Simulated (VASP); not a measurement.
Write the native input for VASP 6.6.1 that does the following.

- Task: single point
- Functional: r2SCAN
- Potentials or basis: VASP PAW PBE potentials, release 64 (Ti_sv, Al)
- Cutoff: 520 eV
- k mesh: 14 × 14 × 14
- Occupations: gaussian, width 0.1 eV
- Spin: no spin polarisation
- Dipole correction: no
- Further INCAR settings: ALGO = Normal; EDIFF = 1e-07; NBANDS = 14

The system is TiAl.

```
Ti Al
1.0
     3.13925    0.00000    0.00000
     0.00000    3.13925    0.00000
     0.00000    0.00000    3.13925
Ti Al
1 1
Direct
  0.50000 0.50000 0.50000
  0.00000 0.00000 0.00000
```

This cell differs from its parent crystal: volume scaled by 0.97.

The input as run:

POSCAR

```
TiAl
1.0
    3.1392503092      0.0000000000      0.0000000000
    0.0000000000      3.1392503092      0.0000000000
    0.0000000000      0.0000000000      3.1392503092
Ti Al
1 1
Direct
    0.5000000000      0.5000000000      0.5000000000
    0.0000000000      0.0000000000      0.0000000000
```

INCAR.step1

```
SYSTEM = TiAl
PREC     = Accurate       ! precision mode
ENCUT    = 520            ! plane-wave cutoff, eV
ISMEAR   = 0              ! smearing method
SIGMA    = 0.1            ! smearing width, eV
LREAL    = .FALSE.        ! projectors in reciprocal space
LASPH    = .TRUE.         ! aspherical terms in the spheres
NELM     = 80             ! most SCF steps
NBANDS   = 14             ! bands
GGA      = PE             ! functional
ALGO     = Normal         ! electronic algorithm
EDIFF    = 1E-4           ! SCF threshold, eV
LWAVE    = .TRUE.         ! write WAVECAR
LCHARG   = .FALSE.        ! write CHGCAR
```

INCAR.step2

```
SYSTEM = TiAl
PREC     = Accurate       ! precision mode
ENCUT    = 520            ! plane-wave cutoff, eV
EDIFF    = 1E-7           ! SCF threshold, eV
ISMEAR   = 0              ! smearing method
SIGMA    = 0.1            ! smearing width, eV
LREAL    = .FALSE.        ! projectors in reciprocal space
LASPH    = .TRUE.         ! aspherical terms in the spheres
NELM     = 80             ! most SCF steps
ALGO     = Normal         ! electronic algorithm
ISIF     = 2              ! what is computed and relaxed
LWAVE    = .FALSE.        ! write WAVECAR
LCHARG   = .FALSE.        ! write CHGCAR
METAGGA  = R2SCAN         ! meta-GGA
LMIXTAU  = .TRUE.       
NBANDS   = 14             ! bands
ISTART   = 1
```

KPOINTS

```
Automatic mesh
0
G
  14 14 14
  0 0 0
```

Potentials or basis: VASP PAW PBE potentials, release 64 (Ti_sv, Al).

Command:

```sh
$ cat potpaw_PBE.64/Ti_sv/POTCAR potpaw_PBE.64/Al/POTCAR > POTCAR
$ cp INCAR.step1 INCAR
$ mpirun -np 1 vasp_std > vasp.out
$ cp INCAR.step2 INCAR
$ mpirun -np 1 vasp_std > vasp.out
```

Results of the run:

The pressure is 4.0 GPa.

Caveat: the PAW data sets were made with another functional, which shifts forces and pressure a little.

Run time: 58 s on 1 thread of Intel(R) Xeon(R) 6975P-C (Granite Rapids), on a shared host, peak memory 0.18 GiB.
